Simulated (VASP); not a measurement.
# ZnS (Wurtzite-2H) (P6_3mc) in VASP: further runs

ZnS (Wurtzite-2H) is run at these levels: PBE; tasks: single point.

All numbers are computed with VASP 6.6.1; they aren't measurements. Logs are shortened: lines on timing, memory, paths and dates and some standing lists are left out, and cuts for length are marked.

## 1. The cell of the first run

It takes space group P6_3mc (No. 186, hexagonal). The conventional cell has a = 3.681 Å, b = 3.681 Å, c = 6.057 Å, α = 90.00°, β = 90.00°, γ = 120.00°. Within 3.0 Å of Zn (site symmetry 3m) lie 4 S at 2.26 Å. Within 3.0 Å of S (site symmetry 3m) lie 4 Zn at 2.26 Å.

## 2. Single point, PBE (volume scaled by 0.88, then relaxed in part)

INCAR reads:

```
PREC = Accurate
ENCUT = 520
EDIFF = 1E-7
ISMEAR = 0
SIGMA = 0.02
LREAL = F
LASPH = T
NELM = 100
ALGO = Normal
ISIF = 2
LWAVE = F
LCHARG = F
GGA = PE
NBANDS = 26
```

KPOINTS reads:

```
regular mesh
0
Gamma
  9 9 6
```

POSCAR reads:

```
ZnS
1.0
    3.6806389667      0.0000000000      0.0000000000
   -1.8403194833      3.1875268473      0.0000000000
    0.0000000000      0.0000000000      6.0568829332
Zn S
2 2
Direct
    0.3333333333      0.6666666667      0.0058835140
    0.6666666667      0.3333333333      0.5058835140
    0.3333333333      0.6666666667      0.3791164860
    0.6666666667      0.3333333333      0.8791164860
```

Potentials or basis: VASP PAW PBE potentials, release 64 (Zn, S).

Started as:

```bash
$ cat potpaw_PBE.64/Zn/POTCAR potpaw_PBE.64/S/POTCAR > POTCAR
$ mpirun -np 1 vasp_std > vasp.out
```

OUTCAR:

```text
PREC = Accurate
   ENCUT = 520
   EDIFF = 1E-7
   ISMEAR = 0
   LREAL = F
   LASPH = T
   NELM = 100
   ISIF = 2
   GGA = PE

 ion  position               nearest neighbor table
   1  0.333  0.667  0.006-   4 2.26   4 2.26   4 2.26   3 2.26
   2  0.667  0.333  0.506-   3 2.26   3 2.26   3 2.26   4 2.26
   3  0.333  0.667  0.379-   2 2.26   2 2.26   2 2.26   1 2.26
   4  0.667  0.333  0.879-   1 2.26   1 2.26   1 2.26   2 2.26

  LATTYP: Found a hexagonal cell.
 ALAT       =     3.6806389667
 C/A-ratio  =     1.6456063711

  Lattice vectors:

 A1 = (   3.6806389667,   0.0000000000,   0.0000000000)
 A2 = (  -1.8403194833,   3.1875268473,   0.0000000000)
 A3 = (   0.0000000000,   0.0000000000,   6.0568829332)

Analysis of symmetry for initial positions (statically):
=====================================================================
 Subroutine PRICEL returns:
 Original cell was already a primitive cell.

 Routine SETGRP: Setting up the symmetry group for a
 hexagonal supercell.

 Subroutine GETGRP returns: Found 12 space group operations
 (whereof  6 operations were pure point group operations)
 out of a pool of 24 trial point group operations.

The static configuration has the point symmetry C_3v.
 The point group associated with its full space group is C_6v.

Analysis of symmetry for dynamics (positions and initial velocities):
=====================================================================
 Subroutine PRICEL returns:
 Original cell was already a primitive cell.

 Routine SETGRP: Setting up the symmetry group for a
 hexagonal supercell.

 Subroutine GETGRP returns: Found 12 space group operations
 (whereof  6 operations were pure point group operations)
 out of a pool of 24 trial point group operations.

The dynamic configuration has the point symmetry C_3v.
 The point group associated with its full space group is C_6v.

 Subroutine INISYM returns: Found 12 space group operations
 (whereof  6 operations are pure point group operations),
 and found     1 'primitive' translations

----------------------------------------------------------------------------------------

                                     Primitive cell

  volume of cell :      71.0602

  direct lattice vectors                    reciprocal lattice vectors
     3.680638967  0.000000000  0.000000000     0.271691956  0.156861424  0.000000000
    -1.840319483  3.187526847  0.000000000     0.000000000  0.313722848  0.000000000
     0.000000000  0.000000000  6.056882933     0.000000000  0.000000000  0.165101424

  length of vectors
     3.680638967  3.680638967  6.056882933     0.313722848  0.313722848  0.165101424

  position of ions in fractional coordinates (direct lattice)
     0.333333333  0.666666667  0.005883514
     0.666666667  0.333333333  0.505883514
     0.333333333  0.666666667  0.379116486
     0.666666667  0.333333333  0.879116486

  ion indices of the primitive-cell ions
   primitive index   ion index
                 1           1
                 2           2
                 3           3
                 4           4

----------------------------------------------------------------------------------------

 KPOINTS: regular mesh

Automatic generation of k-mesh.
 Grid dimensions read from file:
 generate k-points for:    9    9    6

 Generating k-lattice:

  Cartesian coordinates                     Fractional coordinates (reciprocal lattice)
     0.030187995  0.017429047  0.000000000     0.111111111  0.000000000  0.000000000
     0.000000000  0.034858094  0.000000000     0.000000000  0.111111111  0.000000000
     0.000000000  0.000000000  0.027516904     0.000000000  0.000000000  0.166666667

  Length of vectors
     0.034858094  0.034858094  0.027516904

  Shift w.r.t. Gamma in fractional coordinates (k-lattice)
     0.000000000  0.000000000  0.000000000

 Subroutine IBZKPT returns following result:
 ===========================================

 Found     48 irreducible k-points:

 Following reciprocal coordinates:
            Coordinates               Weight
  0.000000  0.000000  0.000000      1.000000
  0.111111  0.000000  0.000000      6.000000
  0.222222  0.000000  0.000000      6.000000
  0.333333  0.000000  0.000000      6.000000
  0.444444  0.000000  0.000000      6.000000
  0.111111  0.111111  0.000000      6.000000
[... 16 lines left out ...]
  0.333333  0.222222  0.166667     24.000000
  0.333333  0.333333  0.166667      4.000000
 [... further k-points ...]
   k-points           NKPTS =     48   k-points in BZ     NKDIM =     48   number of bands    NBANDS=     26
   number of dos      NEDOS =    301   number of ions     NIONS =      4
   total plane-waves  NPLWV =  37632
   dimension x,y,z NGX =    28 NGY =   28 NGZ =   48
   dimension x,y,z NGXF=    56 NGYF=   56 NGZF=   96
   ions per type =               2   2
   NGX,Y,Z   is equivalent  to a cutoff of  12.65, 12.65, 13.17 a.u.
   NGXF,Y,Z  is equivalent  to a cutoff of  25.29, 25.29, 26.35 a.u.
 SYSTEM =  unknown system
   PREC   = accura    normal or accurate (medium, high low for compatibility)
   ISTART =      0    job   : 0-new  1-cont  2-samecut
   ICHARG =      2    charge: 1-file 2-atom 10-const
   ISPIN  =      1    spin polarized calculation?
   LNONCOLLINEAR =      F non collinear calculations
   LSORBIT =      F    spin-orbit coupling
   LASPH  =      T    aspherical Exc in radial PAW
   ENCUT  =  520.0 eV  38.22 Ry    6.18 a.u.   6.84  6.84 11.26*2*pi/ulx,y,z
   NELM   =    100;   NELMIN=  2; NELMDL= -5     # of ELM steps
   EDIFF  = 0.1E-06   stopping-criterion for ELM
   LREAL  =      F    real-space projection
   EDIFFG = 0.1E-05   stopping-criterion for IOM
   NSW    =      0    number of steps for IOM
   IBRION =     -1    ionic relax: 0-MD 1-quasi-New 2-CG
   NFREE  =      0    steps in history (QN), initial steepest desc. (CG)
   ISIF   =      2    stress and relaxation
   ISYM   =      2    0-nonsym 1-usesym 2-fastsym
   POTIM  = 0.5000    time-step for ionic-motion
   TEBEG  =    0.0;   TEEND  =   0.0 temperature during run
   PSTRESS=    0.0 pullay stress
   NELECT =      36.0000    total number of electrons
   NUPDOWN=      -1.0000    fix difference up-down
   EMIN   =  10.00;   EMAX   =-10.00  energy-range for DOS
   EFERMI =   0.00;   METHOD = LEGACY
   ISMEAR =     0;   SIGMA  =   0.02  broadening in eV -4-tet -1-fermi 0-gaus
   EFERMI_NEDOS =   21; number of points for ismear=-14 and -15
   IALGO  =     38    algorithm
   IMIX   =      4    mixing-type and parameters
     AMIX     =   0.40;   BMIX     =  1.00
     AMIX_MAG =   1.60;   BMIX_MAG =  1.00
  volume/ion in A,a.u.               =      17.77       119.88
  Fermi-wavevector in a.u.,A,eV,Ry     =   1.305069  2.466223 23.173524  1.703206
  Thomas-Fermi vector in A             =   2.435963
   LORBIT       =      0    0 simple, 1 ext, 2 COOP (PROOUT), +10 PAW based schemes
   GGA     = PE    functional components
   LHFCALC =     F    Hartree Fock is set to
   AEXX    =    0.0000 exact exchange contribution
   IVDW    =     0    specifies the selected vdW correction
   LEPSILON=     F    determine dielectric tensor
   LRPA    =     F    only Hartree local field effects (RPA)
 non-spin polarized calculation
 Gauss-broadening in eV      SIGMA  =   0.02
  energy-cutoff  :      520.00
  volume of cell :       71.06
 maximum number of plane-waves:      1941
 NGX is ok and might be reduce to    28
   NGX = 13   NGY = 13   NGZ = 23

 number of electron      36.0000008 magnetization

 Free energy of the ion-electron system (eV)
  ---------------------------------------------------
  ext. energy  EPLUGINS =         0.00000000
  ---------------------------------------------------
  free energy    TOTEN  =       -13.36576243 eV

  energy without entropy =      -13.36576243  energy(sigma->0) =      -13.36576243

 E-fermi :   3.3110     XC(G=0): -10.1271

 val. band max:        3.1742809761   @ k =   0.0000   0.0000   0.0000
 cond. band min:       5.8349600278   @ k =   0.0000   0.0000   0.0000
 fundamental gap:      2.6606790517
 Fermi energy:         3.3110472117

 k-point     1 :       0.0000    0.0000    0.0000
  band No.  band energies     occupation
      1     -10.7910      2.00000
      2      -9.6599      2.00000
      3      -3.6643      2.00000
      4      -3.6377      2.00000
      5      -3.6377      2.00000
      6      -3.5371      2.00000
[... 18 lines left out ...]
     25      10.9004      0.00000
     26      12.9099      0.00000

 k-point     2 :       0.1111    0.0000    0.0000
  band No.  band energies     occupation
      1     -10.6920      2.00000
      2      -9.6030      2.00000
      3      -3.6574      2.00000
      4      -3.6377      2.00000
      5      -3.6177      2.00000
      6      -3.5304      2.00000
[... 18 lines left out ...]
     25      11.3251      0.00000
     26      12.0616      0.00000

 k-point     3 :       0.2222    0.0000    0.0000
  band No.  band energies     occupation
      1     -10.4177      2.00000
      2      -9.4614      2.00000
      3      -3.6846      2.00000
      4      -3.5986      2.00000
      5      -3.5728      2.00000
      6      -3.4888      2.00000
[... 18 lines left out ...]
     25      11.5832      0.00000
     26      12.2963      0.00000

 k-point     4 :       0.3333    0.0000    0.0000
  band No.  band energies     occupation
      1     -10.0437      2.00000
      2      -9.3190      2.00000
      3      -3.6943      2.00000
      4      -3.5642      2.00000
      5      -3.5346      2.00000
      6      -3.3761      2.00000
[... 18 lines left out ...]
     25      12.0414      0.00000
     26      13.3469      0.00000
[... 496 lines left out ...]
      1      -9.8144      2.00000
      2      -9.3115      2.00000
      3      -3.6076      2.00000
      4      -3.5804      2.00000
      5      -3.4678      2.00000
      6      -3.4006      2.00000
[... 18 lines left out ...]
     25      11.7752      0.00000
     26      12.6814      0.00000

 k-point    23 :       0.3333    0.2222    0.1667
  band No.  band energies     occupation
      1      -9.5432      2.00000
      2      -9.2898      2.00000
      3      -3.6234      2.00000
      4      -3.4940      2.00000
      5      -3.3967      2.00000
      6      -3.2990      2.00000
[... 18 lines left out ...]
     25      12.6048      0.00000
     26      13.4943      0.00000

 k-point    24 :       0.3333    0.3333    0.1667
  band No.  band energies     occupation
      1      -9.3659      2.00000
      2      -9.3659      2.00000
      3      -3.6227      2.00000
      4      -3.4229      2.00000
      5      -3.4229      2.00000
      6      -3.2596      2.00000
[... 18 lines left out ...]
     25      13.4304      0.00000
     26      13.7465      0.00000

 [... further k-points ...]
[... 5 lines left out ...]
  --------------------------------------------------------------------------------------
  -------------------------------------------------------------------------------------
  Total        5.2770030      5.2770030      5.3327126      0.0000000     -0.0000000      0.0000000
  in kB      118.9793721    118.9793721    120.2354425      0.0000000     -0.0000000      0.0000000
  external PRESSURE =     119.3980622 kB  Pullay stress =       0.0000000 kB

 VOLUME and BASIS-vectors are now :
 -----------------------------------------------------------------------------
  energy-cutoff  :      520.00
  volume of cell :       71.06
      direct lattice vectors                 reciprocal lattice vectors
     3.680638967  0.000000000  0.000000000     0.271691956  0.156861424  0.000000000
    -1.840319483  3.187526847  0.000000000     0.000000000  0.313722848  0.000000000
     0.000000000  0.000000000  6.056882933     0.000000000  0.000000000  0.165101424

 POSITION                                       TOTAL-FORCE (eV/Angst)
 -----------------------------------------------------------------------------------
     -0.00000      2.12502      0.03564         0.000000     -0.000000      0.009098
      1.84032      1.06251      3.06408        -0.000000      0.000000      0.009098
     -0.00000      2.12502      2.29626         0.000000      0.000000     -0.009098
      1.84032      1.06251      5.32471        -0.000000      0.000000     -0.009098
 -----------------------------------------------------------------------------------
    total drift:                               -0.000001     -0.000001      0.000304

  FREE ENERGIE OF THE ION-ELECTRON SYSTEM (eV)
  ---------------------------------------------------
  free  energy   TOTEN  =       -13.3657624264 eV

  energy  without entropy=      -13.3657624264  energy(sigma->0) =      -13.36576243
```

It took 88 s on 1 thread of Intel Xeon Platinum 8259CL at 2.50GHz (Skylake/Cascade Lake), shared host; peak memory 0.22 GiB.

What came out:

```
Free energy            : -13.3658 eV
Pressure               : 11.9 GPa
Largest force          : 0.009 eV/Å
Band gap on the k mesh : 2.66 eV, direct
```

Forces on the atoms (eV/Å):
```
Zn   0.000  0.000  0.009
Zn   0.000  0.000  0.009
S    0.000  0.000 -0.009
S    0.000  0.000 -0.009
```

## 3. Single point, PBE (volume scaled by 0.91, then relaxed in part)

INCAR reads:

```
PREC     = Accurate       # precision mode
ENCUT    = 520            # plane-wave cutoff, eV
EDIFF    = 1E-7           # SCF threshold, eV
ISMEAR   = 0              # smearing method
SIGMA    = 0.02           # smearing width, eV
LREAL    = F              # projectors in reciprocal space
LASPH    = T              # aspherical terms in the spheres
NELM     = 60             # most SCF steps
ALGO     = Normal         # electronic algorithm
ISIF     = 2              # what is computed and relaxed
LWAVE    = F              # write WAVECAR
LCHARG   = F              # write CHGCAR
GGA      = PE             # functional
NBANDS   = 26             # bands
```

KPOINTS reads:

```
Automatic mesh
0
Gamma
  9 9 6
```

POSCAR reads:

```
ZnS
1.0
    3.7219979225      0.0000000000      0.0000000000
   -1.8609989612      3.2233447537      0.0000000000
    0.0000000000      0.0000000000      6.1249434943
Zn S
2 2
Direct
    0.3333333333      0.6666666667      0.0058835140
    0.6666666667      0.3333333333      0.5058835140
    0.3333333333      0.6666666667      0.3791164860
    0.6666666667      0.3333333333      0.8791164860
```

Potentials or basis: VASP PAW PBE potentials, release 64 (Zn, S).

Started as:

```bash
$ cat potpaw_PBE.64/Zn/POTCAR potpaw_PBE.64/S/POTCAR > POTCAR
$ mpirun -np 1 vasp_std > vasp.out
```

It took 79 s on 1 thread of Intel Xeon Platinum 8259CL at 2.50GHz (Skylake/Cascade Lake), shared host; peak memory 0.23 GiB.

Results (log left out):

```yaml
Free_energy: -13.5178 eV
Pressure: 8.2 GPa
Band_gap_on_the_k_mesh: 2.50 eV, direct
```

Levels at points of the mesh, in eV from the valence-band top:
```csv
k point,band 16,band 17,band 18,band 19,band 20,band 21
"(0.00, 0.00, 0.00)",-0.11,0.00,0.00,2.50,3.25,6.26
"(0.00, 0.00, 0.50)",-0.52,-0.52,-0.52,3.76,3.76,6.74
```

## 4. Single point, PBE (volume scaled by 0.94, then relaxed in part)

INCAR reads:

```
ALGO = Normal
EDIFF = 1E-6
ENCUT = 520
GGA = PE
ISIF = 2
ISMEAR = 0
LASPH = T
LCHARG = F
LREAL = F
LWAVE = F
NBANDS = 26
NELM = 80
PREC = Accurate
SIGMA = 0.02
```

KPOINTS reads:

```
k-points
0
Gamma
  9 9 6
```

POSCAR reads:

```
ZnS
1.0
    3.7641053127      0.0000000000      0.0000000000
   -1.8820526563      3.2598108233      0.0000000000
    0.0000000000      0.0000000000      6.1861047425
Zn S
2 2
Direct
    0.3333333333      0.6666666667      0.0055740146
    0.6666666667      0.3333333333      0.5055740146
    0.3333333333      0.6666666667      0.3794259854
    0.6666666667      0.3333333333      0.8794259854
```

Started as:

```bash
$ cat potpaw_PBE.64/Zn/POTCAR potpaw_PBE.64/S/POTCAR > POTCAR
$ mpirun -np 1 vasp_std > vasp.out
```

Wall time 84 s (1 thread of Intel Xeon Platinum 8259CL at 2.50GHz (Skylake/Cascade Lake), shared host); peak memory 0.23 GiB.

The run converged. Its results:

| Quantity | Value |
| --- | --- |
| Free energy | -13.6181 eV |
| Pressure | 5.1 GPa |
| Largest force | 0.005 eV/Å |
| Band gap on the k mesh | 2.36 eV, direct |

Forces on the atoms (eV/Å):
```
Zn   0.000  0.000  0.005
Zn   0.000  0.000  0.005
S    0.000  0.000 -0.005
S    0.000  0.000 -0.005
```

Levels at points of the mesh, in eV from the valence-band top:
| k point | band 16 | band 17 | band 18 | band 19 | band 20 | band 21 |
| --- | --- | --- | --- | --- | --- | --- |
| (0.00, 0.00, 0.00) | -0.10 | 0.00 | 0.00 | 2.36 | 3.18 | 6.29 |
| (0.00, 0.00, 0.50) | -0.49 | -0.49 | -0.49 | 3.67 | 3.67 | 6.76 |

## 5. Summary

```csv
cell,gap on the mesh (eV),pressure (GPa),largest force (eV/Å)
"a = 3.681, b = 3.681, c = 6.057 Å, angles 90.0, 90.0, 120.0°, 4 atoms",2.66,11.9,0.01
"a = 3.722, b = 3.722, c = 6.125 Å, angles 90.0, 90.0, 120.0°, 4 atoms",2.50,8.2,-
"a = 3.764, b = 3.764, c = 6.186 Å, angles 90.0, 90.0, 120.0°, 4 atoms",2.36,5.1,0.01
```

Alike in all rows: task single point; level PBE; potentials or basis VASP PAW PBE potentials, release 64 (Zn, S); no spin polarisation; k mesh 9 × 9 × 6; cutoff (eV) 520; smearing gaussian 0.02 eV.

Total energies depend on the potentials used, so only differences within one code and one set of settings carry meaning.
